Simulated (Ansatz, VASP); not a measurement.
# Si4Ge3: VASP beside Ansatz

```xyz
14
Lattice="5.2169 3.0120 3.2219 -5.2169 3.0120 3.2219 0.0000 -6.0240 3.2219" Properties=species:S:1:pos:R:3 pbc="T T T"
Si   -0.7377    2.1145    7.6718
Si   -2.2319    0.4341    4.4243
Si   -1.4624   -1.6961    7.6718
Si    0.7400   -2.1500    4.4243
Si    2.2001   -0.4184    7.6718
Si    1.4919    1.7159    4.4243
Si    0.0000    0.0000    8.4588
Si    0.0000    0.0000    1.1668
Ge    0.7413   -2.1540    2.0024
Ge    2.2346   -0.4350    5.2462
Ge    1.4948    1.7190    2.0024
Ge   -0.7406    2.1527    5.2462
Ge   -2.2361    0.4350    2.0024
Ge   -1.4940   -1.7177    5.2462
```

Alike in both runs: functional PBE; k mesh 3 × 3 × 3; occupations gaussian, width 0.2 eV; no spin polarisation.

Ansatz relaxed the structure, and its values are those at the end. VASP's run is a single point on that final structure, the one shown.

|  | VASP | Ansatz |
| --- | --- | --- |
| version | VASP 6.6.1 | Ansatz 0.2.0 |
| potentials or method | VASP PAW PBE potentials, release 64 (Si, Ge_d), cutoff 520 eV | scalar-relativistic, plane waves, PAW |
| valence electrons in the cell | 116 | 116 |

Ansatz gave:

```
gap on the k mesh at the Fermi level (eV) : 0.73
least direct gap on the mesh (eV)         : 1.56
pressure (GPa)                            : 0.0
rms of the force components (eV/Å)        : 0.005
```

Q: What did VASP give for the same quantities?

A: gap on the k mesh at the Fermi level (eV): 0.73; least direct gap on the mesh (eV): 1.56; pressure (GPa): -0.1; rms of the force components (eV/Å): 0.005.

With one functional, cell and mesh, what is left measures potentials, basis and numerics.
